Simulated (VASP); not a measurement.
# SrOs5 (P6/mmm) in VASP: single point with PBE

Aim: the single point of SrOs5 with PBE.

Program: VASP 6.6.1. These are calculated values, not measurements. Logs are shortened: lines on timing, memory, paths and dates and some standing lists are left out, and cuts for length are marked.

## Step 1: The cell of the first run

Symmetry: P6/mmm, No. 191, hexagonal system. The conventional cell has a = 4.304 Å, b = 4.304 Å, c = 6.855 Å, α = 90.00°, β = 90.00°, γ = 120.00°. Within 4.0 Å of Sr (site symmetry 6/mmm) lie 14 Os at 3.07 to 3.43 Å. Within 3.3 Å of Os (site symmetry 3m) lie 7 Os at 2.49 to 3.24 Å and 3 Sr at 3.07 Å. Os (site symmetry 6/mmm) has 12 Os at 2.97 Å and 2 Sr at 3.43 Å within 3.9 Å.

The cell was generated, and may not be a known phase.

## Step 2: Single point, PBE

INCAR

```
SYSTEM = SrOs5
PREC     = Accurate       ! precision mode
ENCUT    = 560            ! plane-wave cutoff, eV
EDIFF    = 1E-6           ! SCF threshold, eV
ISMEAR   = 0              ! smearing method
SIGMA    = 0.1            ! smearing width, eV
LREAL    = .False.        ! projectors in reciprocal space
LASPH    = .True.         ! aspherical terms in the spheres
NELM     = 120            ! most SCF steps
ALGO     = Normal         ! electronic algorithm
ISIF     = 2              ! what is computed and relaxed
LWAVE    = .False.        ! write WAVECAR
LCHARG   = .False.        ! write CHGCAR
GGA      = PE             ! functional
NBANDS   = 54             ! bands
GGA_COMPAT= .False.
```

KPOINTS

```
regular mesh
0
Gamma
  6 6 4
  0 0 0
```

POSCAR

```
SrOs5
1.0
    4.3043881300      0.0000000000      0.0000000000
   -2.1521940700      3.7277094700      0.0000000000
    0.0000000000      0.0000000000      6.8546226000
Sr Os
1 5
Direct
    0.0000000000      0.0000000000      0.5000000000
    0.3333333300      0.6666666700      0.7636442500
    0.3333333300      0.6666666700      0.2363557500
    0.6666666700      0.3333333300      0.2363557500
    0.6666666700      0.3333333300      0.7636442500
    0.0000000000      0.0000000000      0.0000000000
```

Potentials or basis: VASP PAW PBE potentials, release 64 (Sr_sv, Os_sv_GW).

Started as:

```
> cat potpaw_PBE.64/Sr_sv/POTCAR potpaw_PBE.64/Os_sv_GW/POTCAR > POTCAR
> mpirun -np 1 vasp_std > vasp.out
```

OUTCAR:

```text
SYSTEM = SrOs5
   PREC = Accurate
   ENCUT = 560
   EDIFF = 1E-6
   ISMEAR = 0
   LREAL = .False.
   LASPH = .True.
   NELM = 120
   ISIF = 2
   GGA = PE

 ion  position               nearest neighbor table
   1  0.000  0.000  0.500-   2 3.07   3 3.07   4 3.07   5 3.07   4 3.07   5 3.07   2 3.07   3 3.07
                             4 3.07   5 3.07   2 3.07   3 3.07   6 3.43   6 3.43
   2  0.333  0.667  0.764-   5 2.49   5 2.49   5 2.49   6 2.97   6 2.97   6 2.97   1 3.07   1 3.07
                             1 3.07   3 3.24
   3  0.333  0.667  0.236-   4 2.49   4 2.49   4 2.49   6 2.97   6 2.97   6 2.97   1 3.07   1 3.07
                             1 3.07   2 3.24
   4  0.667  0.333  0.236-   3 2.49   3 2.49   3 2.49   6 2.97   6 2.97   6 2.97   1 3.07   1 3.07
                             1 3.07   5 3.24
   5  0.667  0.333  0.764-   2 2.49   2 2.49   2 2.49   6 2.97   6 2.97   6 2.97   1 3.07   1 3.07
                             1 3.07   4 3.24
   6  0.000  0.000  0.000-   2 2.97   3 2.97   4 2.97   5 2.97   4 2.97   5 2.97   2 2.97   3 2.97
                             4 2.97   5 2.97   2 2.97   3 2.97   1 3.43   1 3.43

  LATTYP: Found a hexagonal cell.
 ALAT       =     4.3043881300
 C/A-ratio  =     1.5924731676

  Lattice vectors:

 A1 = (   4.3043881300,   0.0000000000,   0.0000000000)
 A2 = (  -2.1521940700,   3.7277094700,   0.0000000000)
 A3 = (   0.0000000000,   0.0000000000,   6.8546226000)

Analysis of symmetry for initial positions (statically):
=====================================================================
 Subroutine PRICEL returns:
 Original cell was already a primitive cell.

 Routine SETGRP: Setting up the symmetry group for a
 hexagonal supercell.

 Subroutine GETGRP returns: Found 24 space group operations
 (whereof 24 operations were pure point group operations)
 out of a pool of 24 trial point group operations.

The static configuration has the point symmetry D_6h.

Analysis of symmetry for dynamics (positions and initial velocities):
=====================================================================
 Subroutine PRICEL returns:
 Original cell was already a primitive cell.

 Routine SETGRP: Setting up the symmetry group for a
 hexagonal supercell.

 Subroutine GETGRP returns: Found 24 space group operations
 (whereof 24 operations were pure point group operations)
 out of a pool of 24 trial point group operations.

The dynamic configuration has the point symmetry D_6h.

 Subroutine INISYM returns: Found 24 space group operations
 (whereof 24 operations are pure point group operations),
 and found     1 'primitive' translations

----------------------------------------------------------------------------------------

                                     Primitive cell

  volume of cell :     109.9859

  direct lattice vectors                    reciprocal lattice vectors
     4.304388130  0.000000000  0.000000000     0.232321057  0.134130625  0.000000000
    -2.152194070  3.727709470  0.000000000     0.000000000  0.268261249  0.000000000
     0.000000000  0.000000000  6.854622600     0.000000000  0.000000000  0.145886952

  length of vectors
     4.304388130  4.304388134  6.854622600     0.268261250  0.268261249  0.145886952

  position of ions in fractional coordinates (direct lattice)
     0.000000000  0.000000000  0.500000000
     0.333333330  0.666666670  0.763644250
     0.333333330  0.666666670  0.236355750
     0.666666670  0.333333330  0.236355750
     0.666666670  0.333333330  0.763644250
     0.000000000  0.000000000  0.000000000

  ion indices of the primitive-cell ions
   primitive index   ion index
                 1           1
                 2           2
                 3           3
                 4           4
                 5           5
                 6           6

----------------------------------------------------------------------------------------

 KPOINTS: regular mesh

Automatic generation of k-mesh.
 Grid dimensions read from file:
 generate k-points for:    6    6    4

 Generating k-lattice:

  Cartesian coordinates                     Fractional coordinates (reciprocal lattice)
     0.038720176  0.022355104  0.000000000     0.166666667 -0.000000000  0.000000000
     0.000000000  0.044710208  0.000000000     0.000000000  0.166666667  0.000000000
     0.000000000  0.000000000  0.036471738     0.000000000  0.000000000  0.250000000

  Length of vectors
     0.044710208  0.044710208  0.036471738

  Shift w.r.t. Gamma in fractional coordinates (k-lattice)
     0.000000000  0.000000000  0.000000000

 Subroutine IBZKPT returns following result:
 ===========================================

 Found     21 irreducible k-points:

 Following reciprocal coordinates:
            Coordinates               Weight
  0.000000  0.000000  0.000000      1.000000
  0.166667  0.000000  0.000000      6.000000
  0.333333  0.000000  0.000000      6.000000
  0.500000  0.000000  0.000000      3.000000
  0.166667  0.166667  0.000000      6.000000
  0.333333  0.166667  0.000000     12.000000
[... 13 lines left out ...]
  0.333333  0.166667  0.500000     12.000000
  0.333333  0.333333  0.500000      2.000000
   k-points           NKPTS =     21   k-points in BZ     NKDIM =     21   number of bands    NBANDS=     54
   number of dos      NEDOS =    301   number of ions     NIONS =      6
   total plane-waves  NPLWV =  69984
   dimension x,y,z NGX =    36 NGY =   36 NGZ =   54
   dimension x,y,z NGXF=    72 NGYF=   72 NGZF=  108
   ions per type =               1   5
   NGX,Y,Z   is equivalent  to a cutoff of  13.90, 13.90, 13.10 a.u.
   NGXF,Y,Z  is equivalent  to a cutoff of  27.81, 27.81, 26.19 a.u.
 SYSTEM =  SrOs5
   PREC   = accura    normal or accurate (medium, high low for compatibility)
   ISTART =      0    job   : 0-new  1-cont  2-samecut
   ICHARG =      2    charge: 1-file 2-atom 10-const
   ISPIN  =      1    spin polarized calculation?
   LNONCOLLINEAR =      F non collinear calculations
   LSORBIT =      F    spin-orbit coupling
   LASPH  =      T    aspherical Exc in radial PAW
   ENCUT  =  560.0 eV  41.16 Ry    6.42 a.u.   8.31  8.31 13.23*2*pi/ulx,y,z
   NELM   =    120;   NELMIN=  2; NELMDL= -5     # of ELM steps
   EDIFF  = 0.1E-05   stopping-criterion for ELM
   LREAL  =      F    real-space projection
   EDIFFG = 0.1E-04   stopping-criterion for IOM
   NSW    =      0    number of steps for IOM
   IBRION =     -1    ionic relax: 0-MD 1-quasi-New 2-CG
   NFREE  =      0    steps in history (QN), initial steepest desc. (CG)
   ISIF   =      2    stress and relaxation
   ISYM   =      2    0-nonsym 1-usesym 2-fastsym
   POTIM  = 0.5000    time-step for ionic-motion
   TEBEG  =    0.0;   TEEND  =   0.0 temperature during run
   PSTRESS=    0.0 pullay stress
   NELECT =      90.0000    total number of electrons
   NUPDOWN=      -1.0000    fix difference up-down
   EMIN   =  10.00;   EMAX   =-10.00  energy-range for DOS
   EFERMI =   0.00;   METHOD = LEGACY
   ISMEAR =     0;   SIGMA  =   0.10  broadening in eV -4-tet -1-fermi 0-gaus
   EFERMI_NEDOS =   21; number of points for ismear=-14 and -15
   IALGO  =     38    algorithm
   IMIX   =      4    mixing-type and parameters
     AMIX     =   0.40;   BMIX     =  1.00
     AMIX_MAG =   1.60;   BMIX_MAG =  1.00
  volume/ion in A,a.u.               =      18.33       123.70
  Fermi-wavevector in a.u.,A,eV,Ry     =   1.531240  2.893624 31.901534  2.344697
  Thomas-Fermi vector in A             =   2.638612
   LORBIT       =      0    0 simple, 1 ext, 2 COOP (PROOUT), +10 PAW based schemes
   GGA     = PE    functional components
   LHFCALC =     F    Hartree Fock is set to
   AEXX    =    0.0000 exact exchange contribution
   IVDW    =     0    specifies the selected vdW correction
   LEPSILON=     F    determine dielectric tensor
   LRPA    =     F    only Hartree local field effects (RPA)
 non-spin polarized calculation
 Gauss-broadening in eV      SIGMA  =   0.10
  energy-cutoff  :      560.00
  volume of cell :      109.99
 maximum number of plane-waves:      3345
 NGX is ok and might be reduce to    36
   NGX = 17   NGY = 17   NGZ = 27

 number of electron      89.9999996 magnetization

 Free energy of the ion-electron system (eV)
  ---------------------------------------------------
  ext. energy  EPLUGINS =         0.00000000
  ---------------------------------------------------
  free energy    TOTEN  =       -57.10126524 eV

  energy without entropy =      -57.04884973  energy(sigma->0) =      -57.07505748

 E-fermi :   8.6811     XC(G=0): -12.6082

 val. band max:        8.6810221365   @ k =   0.1667   0.1667   0.5000
 cond. band min:       8.6819617404   @ k =   0.1667   0.0000   0.5000
 fundamental gap:      0.0009396039
 Fermi energy:         8.6810855414

 k-point     1 :       0.0000    0.0000    0.0000
  band No.  band energies     occupation
      1     -77.5015      2.00000
      2     -77.4996      2.00000
      3     -77.3545      2.00000
      4     -77.3537      2.00000
      5     -77.2724      2.00000
      6     -37.2541      2.00000
[... 46 lines left out ...]
     53      13.8722      0.00000
     54      13.8722      0.00000

 k-point     2 :       0.1667    0.0000    0.0000
  band No.  band energies     occupation
      1     -77.4928      2.00000
      2     -77.4908      2.00000
      3     -77.3635      2.00000
      4     -77.3623      2.00000
      5     -77.2725      2.00000
      6     -37.2767      2.00000
[... 46 lines left out ...]
     53      13.0003      0.00000
     54      13.6657      0.00000

 k-point     3 :       0.3333    0.0000    0.0000
  band No.  band energies     occupation
      1     -77.4702      2.00000
      2     -77.4686      2.00000
      3     -77.3859      2.00000
      4     -77.3846      2.00000
      5     -77.2727      2.00000
      6     -37.3173      2.00000
[... 46 lines left out ...]
     53      11.9287      0.00000
     54      12.5793      0.00000
[... 913 lines left out ...]
 k-point    20 :       0.3333    0.1667    0.5000
  band No.  band energies     occupation
      1     -77.4521      2.00000
      2     -77.4512      2.00000
      3     -77.4035      2.00000
      4     -77.4025      2.00000
      5     -77.2728      2.00000
      6     -37.3394      2.00000
[... 46 lines left out ...]
     53      11.7837      0.00000
     54      12.2271      0.00000

 k-point    21 :       0.3333    0.3333    0.5000
  band No.  band energies     occupation
      1     -77.4280      2.00000
      2     -77.4280      2.00000
      3     -77.4270      2.00000
      4     -77.4270      2.00000
      5     -77.2731      2.00000
      6     -37.3658      2.00000
[... 46 lines left out ...]
     53      11.8071      0.00000
     54      11.8209      0.00000

------------------------ aborting loop because EDIFF is reached ----------------------------------------

  FORCE on cell =-STRESS in cart. coord.  units (eV):
  Direction    XX          YY          ZZ          XY          YZ          ZX
  --------------------------------------------------------------------------------------
  -------------------------------------------------------------------------------------
  Total       -2.7261213     -2.7261213     -4.8851219      0.0000000     -0.0000000     -0.0000000
  in kB      -39.7117234    -39.7117234    -71.1621327      0.0000001     -0.0000000     -0.0000000
  external PRESSURE =     -50.1951932 kB  Pullay stress =       0.0000000 kB

 VOLUME and BASIS-vectors are now :
 -----------------------------------------------------------------------------
  energy-cutoff  :      560.00
  volume of cell :      109.99
      direct lattice vectors                 reciprocal lattice vectors
     4.304388130  0.000000000  0.000000000     0.232321057  0.134130625  0.000000000
    -2.152194070  3.727709470  0.000000000     0.000000000  0.268261249  0.000000000
     0.000000000  0.000000000  6.854622600     0.000000000  0.000000000  0.145886952

 POSITION                                       TOTAL-FORCE (eV/Angst)
 -----------------------------------------------------------------------------------
      0.00000      0.00000      3.42731         0.000000      0.000000      0.000000
     -0.00000      2.48514      5.23449         0.000000      0.000000      2.302120
     -0.00000      2.48514      1.62013        -0.000000     -0.000000     -2.302120
      2.15219      1.24257      1.62013        -0.000000     -0.000000     -2.302120
      2.15219      1.24257      5.23449        -0.000000      0.000000      2.302120
      0.00000      0.00000      0.00000         0.000000      0.000000      0.000000
 -----------------------------------------------------------------------------------
    total drift:                                0.000000     -0.000000      0.000000

  FREE ENERGIE OF THE ION-ELECTRON SYSTEM (eV)
  ---------------------------------------------------
  free  energy   TOTEN  =       -57.1012652415 eV

  energy  without entropy=      -57.0488497258  energy(sigma->0) =      -57.07505748
```

Wall time 1.8 min (1 thread of Intel Xeon 6975P-C (Granite Rapids), shared host); peak memory 0.31 GiB.

Results:

* Free energy: -57.1013 eV
* Pressure: -5.0 GPa
* Largest force: 2.302 eV/Å
* Band gap on the k mesh: zero (bands 45 and 46 overlap by 0.47 eV)

Forces on the atoms (eV/Å):
```
Sr   0.000  0.000  0.000
Os   0.000  0.000  2.302
Os   0.000  0.000 -2.302
Os   0.000  0.000 -2.302
Os   0.000  0.000  2.302
Os   0.000  0.000  0.000
```

Stress tensor (GPa, compression positive):
```
-3.97  0.00  0.00
 0.00 -3.97  0.00
 0.00  0.00 -7.12
```

Caveat: the cell stands under tension; spin-orbit coupling is left out, which moves the levels of the heavy elements; forces of over 1 eV/Å act on the atoms, so gaps and moduli don't describe the material at rest.
